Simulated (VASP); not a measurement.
# Rb: single point with PBE

Crystal: Rb.

```xyz
2
Lattice="0.0000 5.1980 5.1980 5.1980 0.0000 5.1980 5.1980 5.1980 0.0000" Properties=species:S:1:pos:R:3 pbc="T T T"
Rb    1.2995    1.2995    1.2995
Rb    9.0964    9.0964    9.0964
```

* Program: VASP 6.6.1
* Task: single point
* Functional: PBE
* Potentials or basis: VASP PAW PBE potentials, release 64 (Rb_sv)
* Cutoff: 520 eV
* k mesh: 5 × 5 × 5
* Occupations: fermi-dirac, width 0.1 eV
* Spin: non-collinear spin, zero start, spin-orbit coupling
* Starting moments: [[0.0, 0.0, 0.0], [0.0, 0.0, 0.0]] μB
* Dipole correction: no
* Further INCAR settings: ALGO = Normal; EDIFF = 1e-07; NBANDS = 30

| Quantity | Value |
| --- | --- |
| Pressure | 0.0 GPa |
| Net moment | 0.00 μB per cell |
| Valence electrons inside the program's atomic spheres | Rb 7.29 |

Moments on the atoms (μB; x, y, z):
```
Rb  0.00 0.00 0.00
Rb  0.00 0.00 0.00
```

Run time: 3.2 min on 1 thread of AMD EPYC 9R45 96-Core Processor (Zen 5), with other jobs on the host, peak memory 0.98 GiB.
